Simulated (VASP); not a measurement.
C: single point with PBE

Crystal: C.

```
C
1.0
     2.50517    0.00000    0.00000
    -1.25259    2.16954    0.00000
     0.00000    0.00000    8.18182
C
8
Cartesian
  1.2526 0.7232 6.9034
  0.0000 1.4464 2.8125
  1.2526 0.7232 5.3693
  0.0000 1.4464 1.2784
  0.0000 0.0000 7.4148
  0.0000 0.0000 3.3239
  0.0000 0.0000 4.8580
  0.0000 0.0000 0.7670
```

This cell differs from its parent crystal: volume scaled by 0.98.

| Quantity | Value |
| --- | --- |
| Program | VASP 6.6.1 |
| Task | single point |
| Functional | PBE |
| Potentials or basis | VASP PAW PBE potentials, release 64 (C) |
| Cutoff | 520 eV |
| k mesh | 12 × 12 × 4 |
| Occupations | fermi-dirac, width 0.05 eV |
| Spin | no spin polarisation |
| Dipole correction | no |
| Further INCAR settings | ALGO = Normal; EDIFF = 1e-07; NBANDS = 26 |

```
Pressure               : 12.3 GPa
Largest force          : 0.342 eV/Å
Band gap on the k mesh : 4.46 eV, indirect (least direct gap 5.23 eV)
```

Forces on the atoms (eV/Å):
```
C    0.000  0.000  0.331
C    0.000  0.000  0.331
C    0.000  0.000 -0.331
C    0.000  0.000 -0.331
C    0.000  0.000  0.342
C    0.000  0.000  0.342
C    0.000  0.000 -0.342
C    0.000  0.000 -0.342
```

Stress tensor (GPa, compression positive):
```
 7.95  0.00  0.00
 0.00  7.95  0.00
 0.00  0.00 20.93
```

Levels at points of the mesh, in eV from the valence-band top:
```
           k point  band 12  band 13  band 14  band 15  band 16  band 17  band 18  band 19  band 20  band 21
(0.00, 0.00, 0.00)    -1.77    -1.77    -0.23     0.00     0.00     5.23     5.23     5.77     7.07     7.07
(0.50, 0.00, 0.00)    -5.13    -5.10    -4.62    -3.78    -2.99     4.50     5.68     5.91     6.06     7.09
(0.00, 0.00, 0.50)    -2.59    -0.69    -0.69    -0.69    -0.69     6.03     6.03     6.03     6.03     6.81
(0.50, 0.00, 0.50)    -6.18    -4.81    -4.81    -3.73    -3.73     4.87     4.87     7.17     7.17     7.65
```

It took 120 s on 1 thread of AMD EPYC 7571 (shared host), peak memory 0.15 GiB.

 A k mesh can miss the band edges.
